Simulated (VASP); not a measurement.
Ti, 2 atoms in the cell. The structure is hexagonal, space group P6_3/mmc (No. 194). Conventional cell: a = 2.960 Å, b = 2.960 Å, c = 4.688 Å, α = 90.00°, β = 90.00°, γ = 120.00°. Within 3.8 Å of Ti (site symmetry -6m2) lie 12 Ti at 2.90 to 2.96 Å. 

| Property | Result |
| --- | --- |
| Program | VASP 6.6.1 |
| Task | single point |
| Functional | revPBE |
| Potentials or basis | VASP PAW PBE potentials, release 64 (Ti_sv) |
| Cutoff | 520 eV |
| k mesh | 20 × 20 × 11 |
| Occupations | fermi-dirac, width 0.1 eV |
| Spin | no spin polarisation |
| Dipole correction | no |
| Further INCAR settings | ALGO = Normal; EDIFF = 1e-07; NBANDS = 19 |

Potentials or basis: VASP PAW PBE potentials, release 64 (Ti_sv).

Launch:

```bash
$ cat potpaw_PBE.64/Ti_sv/POTCAR > POTCAR
$ mpirun -np 1 vasp_std > vasp.out
```

Hardware: 1 thread of Intel Xeon 6975P-C, on a shared host.

Q: How long does it take, and how much memory?

A: It took 110 s on 1 thread of Intel Xeon 6975P-C, with other jobs on the host, peak memory 0.27 GiB. Counts: scf iterations 16, k points 264.
